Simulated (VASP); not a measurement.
Write the native input for VASP 6.6.1 that does the following.

| Item | Value |
| --- | --- |
| Task | single point |
| Functional | PBEsol |
| Potentials or basis | VASP PAW PBE potentials, release 64 (Rh_pv) |
| Cutoff | 520 eV |
| k mesh | 8 × 8 × 8 |
| Occupations | gaussian, width 0.02 eV |
| Spin | no spin polarisation |
| Dipole correction | no |
| Further INCAR settings | ALGO = Normal; EDIFF = 1e-06; NBANDS = 14 |

The structure of Rh lies in POSCAR:

```
Rh
1.0
    0.0000000000      1.8917203443      1.8917203443
    1.8917203443      0.0000000000      1.8917203443
    1.8917203443      1.8917203443      0.0000000000
Rh
1
Direct
    0.0000000000      0.0000000000      0.0000000000
```

These files were run (other wordings do the same):

INCAR

```
ALGO = Normal
EDIFF = 1E-6
ENCUT = 520
GGA = PS
ISIF = 2
ISMEAR = 0
LASPH = T
LCHARG = F
LREAL = F
LWAVE = F
NBANDS = 14
NELM = 100
PREC = Accurate
SIGMA = 0.02
```

KPOINTS

```
k-points
0
Gamma
  8 8 8
```

Potentials or basis: VASP PAW PBE potentials, release 64 (Rh_pv).

Command:

```console
$ cat potpaw_PBE.64/Rh_pv/POTCAR > POTCAR
$ mpirun -np 1 vasp_std > vasp.out
```

Results of the run:

| Item | Value |
| --- | --- |
| Pressure | -0.1 GPa |
| Band gap on the k mesh | zero (an odd number of electrons rules out a gap without spin polarisation) |

Caveat: the PAW data sets were made with another functional, which shifts forces and pressure a little.

It took 5 s on 1 thread of AMD EPYC 7R43 64-Core Processor (Zen 3) (shared host), peak memory 0.09 GiB.
